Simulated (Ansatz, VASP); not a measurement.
Co: VASP beside Ansatz

```
CELL_PARAMETERS angstrom
-1.40129 1.40129 1.40129
1.40129 -1.40129 1.40129
1.40129 1.40129 -1.40129
ATOMIC_POSITIONS crystal
Co 0.00000 0.00000 0.00000
```

Alike in both runs: task single point; functional LDA; k mesh 18 × 18 × 18; occupations fermi-dirac, width 0.1 eV; no spin polarisation.

|  | VASP | Ansatz |
| --- | --- | --- |
| version | VASP 6.6.1 | Ansatz 0.2.0 |
| potentials or method | VASP PAW LDA potentials, release 64 (Co), cutoff 520 eV | plane waves (420 eV) with PAW, scalar-relativistic |
| valence electrons in the cell | 9 | 17 |

VASP gave:

- pressure (GPa): -25.7

Problem. Which values does Ansatz return?

Solution. Pressure (GPa): -25.4.

Ansatz warns that its potentials were made for another functional, while VASP's fit it. LDA's correlation is that of Perdew and Zunger in VASP and of Perdew and Wang (1992) in Ansatz. VASP's potentials hold 9 valence electrons a cell and Ansatz's 17, so a difference there can come from the potentials and not from the codes.
